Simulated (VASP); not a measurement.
Here is a VASP 6.6.1 calculation.

File INCAR:

```
PREC     = Accurate       # precision mode
ENCUT    = 520            # plane-wave cutoff, eV
EDIFF    = 1E-6           # SCF threshold, eV
ISMEAR   = -1             # smearing method
SIGMA    = 0.1            # smearing width, eV
LREAL    = False          # projectors in reciprocal space
LASPH    = True           # aspherical terms in the spheres
NELM     = 60             # most SCF steps
ALGO     = Normal         # electronic algorithm
ISIF     = 2              # what is computed and relaxed
LWAVE    = False          # write WAVECAR
LCHARG   = True           # write CHGCAR
GGA      = B5             # functional
ALDAX    = 1.0          
AGGAX    = 1.0          
AGGAC    = 1.0          
ALDAC    = 0.0          
LELF     = True           # ELF
LVHAR    = True         
NBANDS   = 12             # bands
```

Contents of KPOINTS:

```
Automatic mesh
0
Gamma
  18 18 18
```

POSCAR

```
In
1.0
    0.0000000000      2.4954602183      2.4954602183
    2.4954602183      0.0000000000      2.4954602183
    2.4954602183      2.4954602183      0.0000000000
In
1
Direct
    0.0000000000      0.0000000000      0.0000000000
```

Potentials or basis: VASP PAW PBE potentials, release 64 (In_d).

Launch:

```console
$ cat potpaw_PBE.64/In_d/POTCAR > POTCAR
$ mpirun -np 1 vasp_std > vasp.out
```

Q: Estimate the pressure.

A: -0.1 GPa.

Caveat: the PAW data sets were made with another functional, which shifts forces and pressure a little.
